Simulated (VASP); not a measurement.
Co2Te: relaxation of cell and atoms with PBE

The system is Co2Te.

```
Co Te
1.0
     3.09112    0.00000    0.00000
    -1.54556    2.67699    0.00000
     0.00000    0.00000   12.02319
Co Te
4 2
Direct
  0.33333 0.66667 0.62750
  0.66667 0.33333 0.12750
  0.33333 0.66667 0.87250
  0.66667 0.33333 0.37250
  0.33333 0.66667 0.25000
  0.66667 0.33333 0.75000
```

| Item | Value |
| --- | --- |
| Program | VASP 6.6.1 |
| Task | relaxation of cell and atoms |
| Functional | PBE |
| Potentials or basis | VASP PAW PBE potentials, release 64 (Co, Te) |
| Cutoff | 600 eV |
| k mesh | 6 × 6 × 2 |
| Occupations | gaussian, width 0.1 eV |
| Spin | collinear spin, ferromagnetic start |
| Starting moments | [0.13, 0.13, 0.13, 0.13, 0.0, 0.0] μB |
| Dipole correction | no |
| Further INCAR settings | ALGO = Normal; EDIFF = 1e-06; IBRION = 2; EDIFFG = -0.04; NSW = 90; ISIF = 3 |

* Relaxed volume: 16.51 Å³/atom
* Relaxed cell: a = 3.890 Å, b = 3.890 Å, c = 7.559 Å, α = 90.00°, β = 90.00°, γ = 120.00°
* Space group after relaxing (to 0.05 Å): P6_3/mmc (No. 194)
* Energy gained by relaxing: 966.5 meV/atom
* Ionic steps: 31
* Pressure after relaxing: -0.1 GPa
* Largest force after relaxing: 0.008 eV/Å
* Net moment: -4.48 μB per cell
* Site moments: Co -1.13; Te +0.01 μB
* Valence electrons inside the program's atomic spheres: Co 8.26; Te 3.45

Forces on the atoms (eV/Å):
```
Co   0.000  0.000  0.008
Co   0.000  0.000  0.008
Co   0.000  0.000 -0.008
Co   0.000  0.000 -0.008
Te   0.000  0.000  0.000
Te   0.000  0.000  0.000
```

Stress tensor (GPa, compression positive):
```
-0.16  0.00  0.00
 0.00 -0.16  0.00
 0.00  0.00  0.16
```

Step by step:
```
step  energy change (eV)  largest force (eV/Å)  pressure (GPa)  volume (Å³)
   1              0.0000                3.0753           22.46        99.49
   2             -0.0018                0.9808          -14.93       136.64
   3             -1.3601                0.3840           -3.73       115.14
   4             -1.3620                0.4394           -3.26       114.64
   5             -1.9455                0.4627           -3.42       112.09
   6             -3.4441                1.0758           -1.42       104.11
   7             -2.2919                2.8527           52.18        80.65
   8             -3.6437                2.4142            6.17        99.06
   9             -3.9806                3.6046           18.53        90.59
  10             -3.7963                4.1442           31.08        85.80
  11             -3.8542                4.0091           31.06        85.80
  12             -3.9657                3.5866           31.16        85.74
  13             -3.8545                2.6070           33.53        85.52
  14             -3.9730                3.3029           31.74        85.69
  15             -4.0922                3.1619           30.13        86.13
  16             -4.4173                2.7625           25.62        87.46
  17             -4.9336                2.0792           18.08        90.16
  18             -5.5702                1.1519            6.81        95.73
  19             -5.5456                0.2362           -7.42       107.52
  20             -5.7252                0.4729           -2.84       102.07
  21             -5.7321                0.5818           -1.04       100.67
  22             -5.7323                0.5559           -1.50       100.98
  23             -5.7397                0.5260           -1.39       100.83
  24             -5.7591                0.4353           -0.93       100.38
  25             -5.7839                0.2514            0.06        99.49
  26             -5.7714                0.1742            2.49        97.71
  27             -5.7895                0.1200            0.83        98.88
  28             -5.7941                0.0757            0.32        99.16
  29             -5.7969                0.0100           -0.46        99.61
  30             -5.7981                0.0029           -0.32        99.39
  31             -5.7991                0.0079           -0.05        99.05
```

Final structure:
```
Co Te
1.0
     3.88975    0.00000    0.00000
    -1.94488    3.36863    0.00000
     0.00000    0.00000    7.55908
Co Te
4 2
Direct
  0.33333 0.66667 0.58339
  0.66667 0.33333 0.08339
  0.33333 0.66667 0.91661
  0.66667 0.33333 0.41661
  0.33333 0.66667 0.25000
  0.66667 0.33333 0.75000
```

Levels at points of the mesh, in eV from the Fermi level:
Spin up:
```csv
k point,band 18,band 19,band 20,band 21,band 22,band 23,band 24,band 25,band 26,band 27
"(0.00, 0.00, 0.00)",-0.75,-0.06,-0.02,-0.02,0.33,0.33,0.96,1.76,1.76,2.33
"(0.50, 0.00, 0.00)",-0.77,-0.59,-0.51,-0.37,-0.16,0.02,0.17,0.26,0.36,0.40
"(0.00, 0.00, 0.50)",-0.84,0.04,0.04,0.04,0.04,0.28,0.28,2.01,2.01,2.01
"(0.50, 0.00, 0.50)",-0.66,-0.44,-0.44,-0.13,-0.13,0.00,0.00,0.30,0.30,0.76
```
Spin down:
```
           k point  band 23  band 24  band 25  band 26  band 27  band 28
(0.00, 0.00, 0.00)    -0.90     0.71     0.99     0.99     1.82     1.82
(0.50, 0.00, 0.00)    -0.98    -0.93    -0.90    -0.78    -0.72     1.36
(0.00, 0.00, 0.50)    -0.82    -0.82     1.36     1.36     1.36     1.36
(0.50, 0.00, 0.50)    -1.13    -1.13    -0.71    -0.71    -0.08    -0.08
```

Wall time 36 min on 1 thread of Intel(R) Xeon(R) Platinum 8488C (Sapphire Rapids) (shared host), peak memory 0.4 GiB.

Caveat: the k points lie up to 0.42 Å⁻¹ apart in the final cell; the bands computed are all filled at some k points, so no gap is given; spin-orbit coupling is left out, which moves the levels of the heavy elements.
